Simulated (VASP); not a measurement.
# Eu: single point with PBE+U

Crystal: Eu.

```
CELL_PARAMETERS angstrom
-2.22692 2.22692 2.22692
2.22692 -2.22692 2.22692
2.22692 2.22692 -2.22692
ATOMIC_POSITIONS crystal
Eu 0.00000 0.00000 0.00000
```

| Quantity | Value |
| --- | --- |
| Program | VASP 6.6.1 |
| Task | single point |
| Functional | PBE |
| Potentials or basis | VASP PAW PBE potentials, release 64 (Eu) |
| Cutoff | 520 eV |
| k mesh | 8 × 8 × 8 |
| Occupations | methfessel-paxton, width 0.1 eV |
| Spin | collinear spin, ferromagnetic start |
| Starting moments | [7.0] μB |
| Hubbard terms | Eu f U = 4.0 eV |

```
Pressure                                              : 0.7 GPa
Net moment                                            : 7.23 μB per cell
Site moments                                          : Eu +6.75 μB
Valence electrons inside the program's atomic spheres : Eu 14.83
```

Levels at points of the mesh, in eV from the Fermi level:
Spin up:
| k point | band 9 | band 10 | band 11 | band 12 | band 13 | band 14 | band 15 | band 16 |
| --- | --- | --- | --- | --- | --- | --- | --- | --- |
| (0.00, 0.00, 0.00) | -1.23 | -1.23 | -1.23 | -1.19 | 1.94 | 1.94 | 1.94 | 3.58 |
| (0.50, 0.00, 0.00) | -1.23 | -1.23 | -1.23 | -1.22 | 0.58 | 0.75 | 3.47 | 4.20 |
| (0.50, 0.50, 0.50) | -1.19 | -1.19 | -1.19 | -0.94 | -0.94 | 4.82 | 4.82 | 4.82 |
Spin down:
```csv
k point,band 2,band 3,band 4,band 5,band 6,band 7,band 8,band 9
"(0.00, 0.00, 0.00)",-17.50,-17.50,-17.50,-3.68,2.84,2.84,2.84,4.60
"(0.50, 0.00, 0.00)",-18.01,-17.66,-17.50,-0.97,1.34,1.36,4.50,5.34
"(0.50, 0.50, 0.50)",-17.85,-17.85,-17.85,-0.31,-0.31,5.01,5.01,5.01
```

Eigenvalues of the final occupation matrices:
| site | spin | trace | eigenvalues |
| --- | --- | --- | --- |
| site 1 f | 1 | 6.80 | 0.97 0.97 0.97 0.97 0.97 0.97 0.97 |
| site 1 f | 2 | 0.00 | 0.00 0.00 0.00 0.00 0.00 0.00 0.00 |

It took 39 s on 1 thread of Intel(R) Xeon(R) Platinum 8559C (Emerald Rapids), with other jobs on the host, peak memory 0.21 GiB.

Caveat: spin-orbit coupling is left out, which moves the levels of the heavy elements. The state reached can hang on the start; a lower one may exist.
